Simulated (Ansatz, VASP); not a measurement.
WS2 in VASP and in Ansatz

```
W S
1.0
     3.16991    0.00000    0.00000
    -1.58495    2.74522    0.00000
     0.00000    0.00000   12.49370
W S
2 4
Direct
  0.33333 0.66667 0.25000
  0.66667 0.33333 0.75000
  0.33333 0.66667 0.62492
  0.66667 0.33333 0.12492
  0.33333 0.66667 0.87508
  0.66667 0.33333 0.37508
```

Alike in both runs: task single point; functional r2SCAN; dispersion rVV10; k mesh 12 × 12 × 2; occupations fermi-dirac, width 0.03 eV; no spin polarisation.

```csv
,VASP,Ansatz
version,VASP 6.6.1,Ansatz 0.2.0
potentials or method,"VASP PAW PBE potentials, release 64 (W_sv, S)","plane waves, PAW"
plane-wave cutoff (eV),520,500
valence electrons in the cell,52,52
```

|  | VASP | Ansatz | Ansatz less VASP |
| --- | --- | --- | --- |
| gap on the k mesh at the Fermi level (eV) | 1.15 | 1.13 | -0.012 |
| pressure (GPa) | 0.4 | 0.0 | -0.42 |
| traceless stress, the component that is largest in VASP (GPa) | -0.10 | 0.00 | +0.098 |
| rms of the force components (eV/Å) | 0.020 | 0.000 | -0.0195 |

VASP's potentials were made for PBE, not for r2SCAN. Atom by atom the forces differ by 0.020 eV/Å (rms over components).

Neither program's run includes spin-orbit coupling.
